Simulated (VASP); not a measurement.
Write the native input for VASP 6.6.1 that does the following.

* Task: single point
* Functional: PBE
* Potentials or basis: VASP PAW PBE potentials, release 64 (Li_sv, Y_sv)
* Cutoff: 520 eV
* k mesh: 3 × 3 × 3
* Occupations: gaussian, width 0.1 eV
* Spin: no spin polarisation
* Dipole correction: no
* Further INCAR settings: ALGO = Normal; EDIFF = 1e-06; NBANDS = 46

The structure of LiY3 lies in POSCAR:

```
LiY3
1.0
    3.0688337717      1.7717920018      8.1664496882
   -3.0688337717      1.7717920018      8.1664496882
    0.0000000000     -3.5435840107      8.1664496866
Li Y
2 6
Direct
    0.8332349430      0.8332349430      0.8332349430
    0.1667650570      0.1667650570      0.1667650570
    0.7236883833      0.0565847241      0.3892031849
    0.9434152759      0.6107968151      0.2763116167
    0.6107968151      0.2763116167      0.9434152759
    0.2763116167      0.9434152759      0.6107968151
    0.3892031849      0.7236883833      0.0565847241
    0.0565847241      0.3892031849      0.7236883833
```

The cell was generated, and may not be a known phase.

These files were run (other wordings do the same):

INCAR

```
SYSTEM = LiY3
  PREC = Accurate
  ENCUT = 520
  EDIFF = 1E-6
  ISMEAR = 0
  SIGMA = 0.1
  LREAL = .False.
  LASPH = .True.
  NELM = 100
  ALGO = Normal
  ISIF = 2
  LWAVE = .False.
  LCHARG = .False.
  GGA = PE
  NBANDS = 46
```

KPOINTS

```
regular mesh
0
Gamma
  3 3 3
  0 0 0
```

Potentials or basis: VASP PAW PBE potentials, release 64 (Li_sv, Y_sv).

Command:

```sh
$ cat potpaw_PBE.64/Li_sv/POTCAR potpaw_PBE.64/Y_sv/POTCAR > POTCAR
$ mpirun -np 1 vasp_std > vasp.out
```

Results of the run:

```yaml
Largest_force: 0.031 eV/Å
Band_gap_on_the_k_mesh: zero (bands 36 and 37 overlap by 0.34 eV)
```

Caveat: the k points lie up to 0.40 Å⁻¹ apart.

Wall time 2.7 min on 1 thread of AMD EPYC 9R45 96-Core Processor (Zen 5), on a shared host, peak memory 0.6 GiB.
